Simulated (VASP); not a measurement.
A run of VASP 6.6.1:

Contents of INCAR:

```
  PREC = Accurate
  ENCUT = 520
  EDIFF = 1E-7
  ISMEAR = 0
  SIGMA = 0.03
  LREAL = F
  LASPH = T
  NELM = 100
  ALGO = Normal
  ISIF = 2
  LWAVE = F
  LCHARG = T
  LELF = T
  LVHAR = T
  NBANDS = 16
```

Contents of KPOINTS:

```
Automatic mesh
0
Gamma
  12 12 6
```

Contents of POSCAR:

```
Si
1.0
    3.9671651941      0.0000000000      0.0000000000
   -1.9835825971      3.4356658391      0.0000000000
    0.0000000000      0.0000000000      5.7750023730
Si
4
Direct
    0.3333333333      0.6666666667      0.0821179099
    0.6666666667      0.3333333333      0.5821179099
    0.3333333333      0.6666666667      0.4178820901
    0.6666666667      0.3333333333      0.9178820901
```

Potentials or basis: VASP PAW LDA potentials, release 64 (Si).

Launch:

```console
$ cat potpaw_LDA.64/Si/POTCAR > POTCAR
$ mpirun -np 1 vasp_std > vasp.out
```

Hardware: 1 thread of Intel(R) Xeon(R) Platinum 8488C (Sapphire Rapids), with other jobs on the host.

Problem. How long does it take, and how much memory?

Solution. It took 79 s on 1 thread of Intel(R) Xeon(R) Platinum 8488C (Sapphire Rapids) (shared host), peak memory 0.2 GiB. Counts: scf iterations 16, k points 76.
